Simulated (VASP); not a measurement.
# SiNi (P2_13) in VASP: notebook, part 2 of 2

VASP 6.6.1. Earlier steps stand in the parts before.

**3. Single point, revPBE, collinear spin, ferromagnetic start**

This run uses another cell than the first one, of 11.70 Å³/atom.

File INCAR:

```
PREC = Accurate ; ENCUT = 520
EDIFF = 1E-7 ; ISMEAR = -1
SIGMA = 0.05 ; LREAL = F
LASPH = T ; NELM = 150
ALGO = Normal ; ISIF = 2
LWAVE = F ; LCHARG = F
ISPIN = 2 ; MAGMOM = 1 1 1 1 0 0 0 0
LORBIT = 11 ; LMAXMIX = 4
GGA = RE ; NBANDS = 42
```

File KPOINTS:

```
regular mesh
0
Gamma
  6 6 6
```

File POSCAR:

```
SiNi
1.0
    4.5407664173      0.0000000000      0.0000000000
    0.0000000000      4.5407664173      0.0000000000
    0.0000000000      0.0000000000      4.5407664173
Ni Si
4 4
Direct
    0.1484082477      0.1484082477      0.1484082477
    0.6484082477      0.3515917523      0.8515917523
    0.8515917523      0.6484082477      0.3515917523
    0.3515917523      0.8515917523      0.6484082477
    0.8464721678      0.8464721678      0.8464721678
    0.3464721678      0.6535278322      0.1535278322
    0.1535278322      0.3464721678      0.6535278322
    0.6535278322      0.1535278322      0.3464721678
```

Potentials or basis: VASP PAW PBE potentials, release 64 (Ni, Si).

Started as:

```
$ cat potpaw_PBE.64/Ni/POTCAR potpaw_PBE.64/Si/POTCAR > POTCAR
$ mpirun -np 1 vasp_std > vasp.out
```

OUTCAR:

```text
PREC = Accurate
   ENCUT = 520
   EDIFF = 1E-7
   ISMEAR = -1
   LREAL = F
   LASPH = T
   NELM = 150
   ISIF = 2
   ISPIN = 2
   LORBIT = 11
   GGA = RE

 ion  position               nearest neighbor table
   1  0.148  0.148  0.148-   5 2.37   6 2.42   7 2.42   8 2.42   6 2.46   7 2.46   8 2.46   3 2.80
                             4 2.80   2 2.80   4 2.80   3 2.80   2 2.80
   2  0.648  0.352  0.852-   6 2.37   5 2.42   7 2.42   8 2.42   7 2.46   8 2.46   5 2.46   1 2.80
                             3 2.80   3 2.80   4 2.80   4 2.80   1 2.80
   3  0.852  0.648  0.352-   7 2.37   6 2.42   5 2.42   8 2.42   8 2.46   5 2.46   6 2.46   1 2.80
                             2 2.80   2 2.80   1 2.80   4 2.80   4 2.80
   4  0.352  0.852  0.648-   8 2.37   6 2.42   7 2.42   5 2.42   6 2.46   7 2.46   5 2.46   1 2.80
                             1 2.80   2 2.80   2 2.80   3 2.80   3 2.80
   5  0.846  0.846  0.846-   1 2.37   2 2.42   3 2.42   4 2.42   2 2.46   3 2.46   4 2.46   6 2.80
                             7 2.80   8 2.80   8 2.80   7 2.80   6 2.80
   6  0.346  0.654  0.154-   2 2.37   1 2.42   3 2.42   4 2.42   3 2.46   4 2.46   1 2.46   8 2.80
                             5 2.80   7 2.80   7 2.80   8 2.80   5 2.80
   7  0.154  0.346  0.654-   3 2.37   2 2.42   1 2.42   4 2.42   4 2.46   1 2.46   2 2.46   8 2.80
                             5 2.80   6 2.80   5 2.80   6 2.80   8 2.80
[... 2306 lines left out ...]
  volume of cell :       93.62
      direct lattice vectors                 reciprocal lattice vectors
     4.540766417  0.000000000  0.000000000     0.220227140  0.000000000  0.000000000
     0.000000000  4.540766417  0.000000000     0.000000000  0.220227140  0.000000000
     0.000000000  0.000000000  4.540766417     0.000000000  0.000000000  0.220227140

 POSITION                                       TOTAL-FORCE (eV/Angst)
 -----------------------------------------------------------------------------------
      0.67389      0.67389      0.67389        -0.001400     -0.001400     -0.001400
      2.94427      1.59650      3.86688        -0.001400      0.001400      0.001400
      3.86688      2.94427      1.59650         0.001400     -0.001400      0.001400
      1.59650      3.86688      2.94427         0.001400      0.001400     -0.001400
      3.84363      3.84363      3.84363         0.002227      0.002227      0.002227
      1.57325      2.96752      0.69713         0.002227     -0.002227     -0.002227
      0.69713      1.57325      2.96752        -0.002227      0.002227     -0.002227
      2.96752      0.69713      1.57325        -0.002227     -0.002227      0.002227
 -----------------------------------------------------------------------------------
    total drift:                                0.000000      0.000000      0.000000

  FREE ENERGIE OF THE ION-ELECTRON SYSTEM (eV)
  ---------------------------------------------------
  free  energy   TOTEN  =       -44.1855595778 eV

  energy  without entropy=      -44.1613809506  energy(sigma->0) =      -44.17347026

 total charge

# of ion       s       p       d       tot
------------------------------------------
    1        0.441   0.575   8.472   9.488
    2        0.441   0.575   8.472   9.488
    3        0.441   0.575   8.472   9.488
    4        0.441   0.575   8.472   9.488
    5        0.741   0.830   0.000   1.571
    6        0.741   0.830   0.000   1.571
    7        0.741   0.830   0.000   1.571
    8        0.741   0.830   0.000   1.571
--------------------------------------------------
tot          4.729   5.622  33.887  44.238

 magnetization (x)

# of ion       s       p       d       tot
------------------------------------------
    1       -0.000  -0.000  -0.000  -0.000
    2       -0.000  -0.000  -0.000  -0.000
    3       -0.000  -0.000  -0.000  -0.000
    4       -0.000  -0.000  -0.000  -0.000
    5       -0.000  -0.000   0.000  -0.000
    6       -0.000  -0.000   0.000  -0.000
    7       -0.000  -0.000   0.000  -0.000
    8       -0.000  -0.000   0.000  -0.000
--------------------------------------------------
tot         -0.000  -0.000  -0.000  -0.000
```

stdout:

```text
POSCAR found type information on POSCAR NiSi
 POSCAR found :  2 types and       8 ions
 scaLAPACK will be used
 -----------------------------------------------------------------------------
|                                                                             |
|                                                                             |
|     You enforced a specific xc type in the INCAR file but a different       |
|     I HOPE YOU KNOW WHAT YOU ARE DOING!                                     |
|                                                                             |
 -----------------------------------------------------------------------------

 LDA part: xc-table for (Slater+PW92), standard interpolation
 POSCAR, INCAR and KPOINTS ok, starting setup
 FFT: planning ... GRIDC
 FFT: planning ... GRID_SOFT
 FFT: planning ... GRID
 WAVECAR not read
 entering main loop
```

It took 4.1 min on 1 thread of Intel Xeon Platinum 8375C at 2.90GHz (Ice Lake), shared host; peak memory 0.31 GiB.

Results:

| Property | Result |
| --- | --- |
| Free energy | -44.1856 eV |
| Pressure | -0.1 GPa |
| Largest force | 0.004 eV/Å |
| Band gap on the k mesh | zero (filled and empty bands overlap) |
| Net moment | 0.00 μB per cell |
| Valence electrons inside the program's atomic spheres | Ni 9.49; Si 1.57 |

Forces in eV/Å, atoms in the order of the input:
```
Ni  -0.001 -0.001 -0.001
Ni  -0.001  0.001  0.001
Ni   0.001 -0.001  0.001
Ni   0.001  0.001 -0.001
Si   0.002  0.002  0.002
Si   0.002 -0.002 -0.002
Si  -0.002  0.002 -0.002
Si  -0.002 -0.002  0.002
```

Caveat: the moments typed at the start vanished in this run; the PAW data sets were made with another functional, which shifts forces and pressure a little.

**4. Single point, RPBE+D3(BJ), collinear spin, ferromagnetic start**

This run uses another cell than the first one, of 9.95 Å³/atom.

File INCAR:

```
PREC = Accurate
ENCUT = 520
EDIFF = 1E-6
ISMEAR = -1
SIGMA = 0.05
LREAL = False
LASPH = True
NELM = 150
ALGO = Normal
ISIF = 2
LWAVE = False
LCHARG = False
ISPIN = 2
MAGMOM = 1 1 1 1 0 0 0 0
LORBIT = 11
LMAXMIX = 4
GGA = RP
IVDW = 12
NBANDS = 42
```

File KPOINTS:

```
Automatic mesh
0
Gamma
  6 6 6
```

File POSCAR:

```
SiNi
1.0
    4.3017135937      0.0000000000      0.0000000000
    0.0000000000      4.3017135937      0.0000000000
    0.0000000000      0.0000000000      4.3017135937
Ni Si
4 4
Direct
    0.1510571439      0.1510571439      0.1510571439
    0.6510571439      0.3489428561      0.8489428561
    0.8489428561      0.6510571439      0.3489428561
    0.3489428561      0.8489428561      0.6510571439
    0.8472969767      0.8472969767      0.8472969767
    0.3472969767      0.6527030233      0.1527030233
    0.1527030233      0.3472969767      0.6527030233
    0.6527030233      0.1527030233      0.3472969767
```

Potentials or basis: VASP PAW PBE potentials, release 64 (Ni, Si).

Started as:

```
$ cat potpaw_PBE.64/Ni/POTCAR potpaw_PBE.64/Si/POTCAR > POTCAR
$ mpirun -np 1 vasp_std > vasp.out
```

OUTCAR:

```text
PREC = Accurate
   ENCUT = 520
   EDIFF = 1E-6
   ISMEAR = -1
   LREAL = False
   LASPH = True
   NELM = 150
   ISIF = 2
   ISPIN = 2
   LORBIT = 11
   GGA = RP
   IVDW = 12
 IVDW          = 12

 ion  position               nearest neighbor table
   1  0.151  0.151  0.151-   5 2.26   6 2.30   7 2.30   8 2.30   6 2.32   7 2.32   8 2.32   2 2.65
                             4 2.65   4 2.65   2 2.65   3 2.65   3 2.65
   2  0.651  0.349  0.849-   6 2.26   5 2.30   7 2.30   8 2.30   7 2.32   8 2.32   5 2.32   3 2.65
                             1 2.65   3 2.65   1 2.65   4 2.65   4 2.65
   3  0.849  0.651  0.349-   7 2.26   6 2.30   5 2.30   8 2.30   8 2.32   5 2.32   6 2.32   2 2.65
                             2 2.65   4 2.65   4 2.65   1 2.65   1 2.65
   4  0.349  0.849  0.651-   8 2.26   6 2.30   7 2.30   5 2.30   6 2.32   7 2.32   5 2.32   1 2.65
                             1 2.65   3 2.65   3 2.65   2 2.65   2 2.65
   5  0.847  0.847  0.847-   1 2.26   2 2.30   3 2.30   4 2.30   2 2.32   3 2.32   4 2.32   7 2.66
                             7 2.66   8 2.66   8 2.66   6 2.66   6 2.66
   6  0.347  0.653  0.153-   2 2.26   1 2.30   3 2.30   4 2.30   3 2.32   4 2.32   1 2.32   8 2.66
                             8 2.66   7 2.66   5 2.66   7 2.66   5 2.66
   7  0.153  0.347  0.653-   3 2.26   2 2.30   1 2.30   4 2.30   4 2.32   1 2.32   2 2.32   5 2.66
                             5 2.66   6 2.66   8 2.66   6 2.66   8 2.66
   8  0.653  0.153  0.347-   4 2.26   2 2.30   3 2.30   1 2.30   2 2.32   3 2.32   1 2.32   6 2.66
                             6 2.66   5 2.66   7 2.66   5 2.66   7 2.66

  LATTYP: Found a simple cubic cell.
 ALAT       =     4.3017135937

  Lattice vectors:

 A1 = (   4.3017135937,   0.0000000000,   0.0000000000)
 A2 = (   0.0000000000,   4.3017135937,   0.0000000000)
 A3 = (   0.0000000000,   0.0000000000,   4.3017135937)

Analysis of symmetry for initial positions (statically):
=====================================================================
 Subroutine PRICEL returns:
 Original cell was already a primitive cell.

 Routine SETGRP: Setting up the symmetry group for a
 simple cubic supercell.

 Subroutine GETGRP returns: Found 12 space group operations
 (whereof  3 operations were pure point group operations)
[... 1243 lines left out ...]
      5       7.1736      1.00000
      6       7.1736      1.00000
[... 1021 lines left out ...]
     39      21.1201      0.00000
     40      21.1201      0.00000
 [bands above 40 left out]

------------------------ aborting loop because EDIFF is reached ----------------------------------------

 Edisp (eV)  -21.50119

 E6    (eV) :    -8.0263

 E8    (eV) :   -13.4749

  FORCE on cell =-STRESS in cart. coord.  units (eV):
  Direction    XX          YY          ZZ          XY          YZ          ZX
  --------------------------------------------------------------------------------------
  -------------------------------------------------------------------------------------
  Total      -0.27098    -0.27098    -0.27098     0.00000     0.00000     0.00000
  in kB      -5.45403    -5.45403    -5.45403     0.00000     0.00000     0.00000
  external pressure =       -5.45 kB  Pullay stress =        0.00 kB

 VOLUME and BASIS-vectors are now :
 -----------------------------------------------------------------------------
  energy-cutoff  :      520.00
  volume of cell :       79.60
      direct lattice vectors                 reciprocal lattice vectors
     4.301713594  0.000000000  0.000000000     0.232465500  0.000000000  0.000000000
     0.000000000  4.301713594  0.000000000     0.000000000  0.232465500  0.000000000
     0.000000000  0.000000000  4.301713594     0.000000000  0.000000000  0.232465500

 POSITION                                       TOTAL-FORCE (eV/Angst)
 -----------------------------------------------------------------------------------
      0.64980      0.64980      0.64980        -0.000241     -0.000241     -0.000241
      2.80066      1.50105      3.65191        -0.000241      0.000241      0.000241
      3.65191      2.80066      1.50105         0.000241     -0.000241      0.000241
      1.50105      3.65191      2.80066         0.000241      0.000241     -0.000241
      3.64483      3.64483      3.64483         0.004492      0.004492      0.004492
      1.49397      2.80774      0.65688         0.004492     -0.004492     -0.004492
      0.65688      1.49397      2.80774        -0.004492      0.004492     -0.004492
      2.80774      0.65688      1.49397        -0.004492     -0.004492      0.004492
 -----------------------------------------------------------------------------------
    total drift:                                0.000001      0.000001     -0.000000

  FREE ENERGIE OF THE ION-ELECTRON SYSTEM (eV)
  ---------------------------------------------------
  free  energy   TOTEN  =       -63.3513359809 eV

  energy  without entropy=      -63.3294875114  energy(sigma->0) =      -63.34041175

 total charge

# of ion       s       p       d       tot
------------------------------------------
    1        0.519   0.771   8.585   9.875
    2        0.519   0.771   8.585   9.875
    3        0.519   0.771   8.585   9.875
    4        0.519   0.771   8.585   9.875
    5        0.731   0.950   0.000   1.681
    6        0.731   0.950   0.000   1.681
    7        0.731   0.950   0.000   1.681
    8        0.731   0.950   0.000   1.681
--------------------------------------------------
tot          4.999   6.883  34.342  46.224

 magnetization (x)

# of ion       s       p       d       tot
------------------------------------------
    1        0.000   0.000   0.000   0.000
    2        0.000   0.000   0.000   0.000
    3        0.000   0.000   0.000   0.000
    4        0.000   0.000   0.000   0.000
    5       -0.000  -0.000   0.000  -0.000
    6       -0.000  -0.000   0.000  -0.000
    7       -0.000  -0.000   0.000  -0.000
    8       -0.000  -0.000   0.000  -0.000
--------------------------------------------------
tot         -0.000  -0.000   0.000  -0.000
```

OSZICAR:

```text
N       E                     dE             d eps       ncg     rms          rms(c)
DAV:   1     0.395618147403E+03    0.39562E+03   -0.23382E+04  4032   0.164E+03
DAV:   2    -0.110472200839E+02   -0.40667E+03   -0.38323E+03  4032   0.359E+02
DAV:   3    -0.463192548051E+02   -0.35272E+02   -0.33629E+02  4468   0.121E+02
DAV:   4    -0.474110785229E+02   -0.10918E+01   -0.10830E+01  4828   0.203E+01
DAV:   5    -0.474430216473E+02   -0.31943E-01   -0.31924E-01  4824   0.323E+00    0.326E+01
DAV:   6    -0.510006086719E+02   -0.35576E+01   -0.68425E+01  4870   0.129E+02    0.284E+01
DAV:   7    -0.418539088036E+02    0.91467E+01   -0.28219E+01  4662   0.876E+01    0.802E+00
DAV:   8    -0.419541224017E+02   -0.10021E+00   -0.22690E+00  4774   0.797E+00    0.385E+00
DAV:   9    -0.418496097305E+02    0.10451E+00   -0.24739E-01  4814   0.746E+00    0.699E-01
DAV:  10    -0.418508120851E+02   -0.12024E-02   -0.19057E-02  4566   0.101E+00    0.477E-01
DAV:  11    -0.418503982088E+02    0.41388E-03   -0.63721E-04  5810   0.156E-01    0.272E-01
DAV:  12    -0.418501704015E+02    0.22781E-03   -0.39909E-04  5444   0.325E-01    0.478E-02
DAV:  13    -0.418501570140E+02    0.13387E-04   -0.71548E-05  4518   0.554E-02    0.302E-02
DAV:  14    -0.418501517207E+02    0.52933E-05   -0.15016E-06  2694   0.128E-02    0.147E-02
DAV:  15    -0.418501484617E+02    0.32590E-05   -0.27740E-06  3682   0.117E-02    0.428E-03
DAV:  16    -0.418501484191E+02    0.42614E-07   -0.91849E-07  2458   0.573E-03
   1 F= -.63351336E+02 E0= -.63340412E+02  d E =-.218485E-01  mag=    -0.0001
```

It took 3.5 min on 1 thread of AMD EPYC 7R43 (Zen 3), shared host; peak memory 0.24 GiB.

Results:

| Property | Result |
| --- | --- |
| Free energy | -63.3513 eV |
| Pressure | -0.5 GPa |
| Largest force | 0.008 eV/Å |
| Band gap on the k mesh | zero (filled and empty bands overlap) |
| Net moment | 0.00 μB per cell |
| Valence electrons inside the program's atomic spheres | Ni 9.88; Si 1.68 |
| Dispersion energy per atom | -2.688 eV |

Forces on the atoms (eV/Å):
```
Ni   0.000  0.000  0.000
Ni   0.000  0.000  0.000
Ni   0.000  0.000  0.000
Ni   0.000  0.000  0.000
Si   0.004  0.004  0.004
Si   0.004 -0.004 -0.004
Si  -0.004  0.004 -0.004
Si  -0.004 -0.004  0.004
```

Levels at points of the mesh, in eV from the Fermi level:
Spin up:
```
           k point  band 24  band 25  band 26  band 27  band 28  band 29  band 30  band 31  band 32  band 33
(0.00, 0.00, 0.00)    -2.81    -2.02    -2.02    -2.02     1.27     1.27     1.27     1.36     1.36     2.10
(0.50, 0.00, 0.00)    -2.65    -2.48    -2.48    -0.85    -0.85    -0.16    -0.16     2.92     2.92     3.20
(0.50, 0.50, 0.00)    -3.00    -1.94    -1.94    -1.22    -1.22     0.48     0.48     0.93     0.93     4.03
(0.50, 0.50, 0.50)    -3.29    -2.22    -2.22    -2.22    -2.22     4.85     4.85     4.85     4.85     4.87
```
Spin down:
```csv
k point,band 25,band 26,band 27,band 28,band 29,band 30,band 31,band 32
"(0.00, 0.00, 0.00)",-2.02,-2.02,-2.02,1.27,1.27,1.27,1.36,1.36
"(0.50, 0.00, 0.00)",-2.48,-2.48,-0.85,-0.85,-0.16,-0.16,2.92,2.92
"(0.50, 0.50, 0.00)",-1.94,-1.94,-1.22,-1.22,0.48,0.48,0.93,0.93
"(0.50, 0.50, 0.50)",-2.22,-2.22,-2.22,-2.22,4.85,4.85,4.85,4.85
```

Caveat: the dispersion term is far too large for a dense solid, which distorts pressure and volume; the moments typed at the start vanished in this run; the PAW data sets were made with another functional, which shifts forces and pressure a little.

**5. Overview**

```csv
task,level,cell,cutoff (eV),gap on the mesh (eV),pressure (GPa),moment (μB),largest force (eV/Å)
relaxation of cell and atoms,PBEsol,"relaxed from a = 4.504 Å, 8 atoms, atomic positions A",600,none,-0.1,0.00,0.01
single point,revPBE,"a = 4.541 Å, 8 atoms, atomic positions B",520,none,-0.1,0.00,-
single point,RPBE+D3(BJ),"a = 4.302 Å, 8 atoms, atomic positions C",520,none,-0.5,0.00,0.01
```

Alike in all rows: potentials or basis VASP PAW PBE potentials, release 64 (Ni, Si); spin collinear, ferromagnetic start; k mesh 6 × 6 × 6; smearing fermi-dirac 0.05 eV.

Caveats: the moments typed at the start vanished in this run; the PAW data sets were made with another functional, which shifts forces and pressure a little; the dispersion term is far too large for a dense solid, which distorts pressure and volume (at least some runs).

Total energies depend on the potentials used, so only differences within one code and one set of settings carry meaning.
